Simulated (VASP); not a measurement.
AlP, 2 atoms in the cell. Symmetry: F-43m, No. 216, cubic system. Conventional cell: a = 5.377 Å, b = 5.377 Å, c = 5.377 Å, α = 90.00°, β = 90.00°, γ = 90.00°. Within 3.1 Å of Al (site symmetry -43m) lie 4 P at 2.33 Å. P (site symmetry -43m) has 4 Al at 2.33 Å within 3.1 Å. 

| Property | Result |
| --- | --- |
| Program | VASP 6.6.1 |
| Task | single point |
| Functional | PBE |
| Potentials or basis | VASP PAW PBE potentials, release 64 (Al, P) |
| Cutoff | 500 eV |
| k mesh | 6 × 6 × 6 |
| Occupations | gaussian, width 0.01 eV |
| Spin | no spin polarisation |
| Dipole correction | no |
| Further INCAR settings | ALGO = Normal; EDIFF = 1e-06; NBANDS = 11 |

Potentials or basis: VASP PAW PBE potentials, release 64 (Al, P).

Run with:

```console
$ cat potpaw_PBE.64/Al/POTCAR potpaw_PBE.64/P/POTCAR > POTCAR
$ mpirun -np 1 vasp_std > vasp.out
```

Hardware: 1 thread of Intel(R) Xeon(R) 6975P-C (Granite Rapids) (shared host).

**Question.** How long does it take, and how much memory?

**Answer.** Wall time 3.2 s on 1 thread of Intel(R) Xeon(R) 6975P-C (Granite Rapids) (shared host), peak memory 0.14 GiB. Counts: scf iterations 12, k points 16.
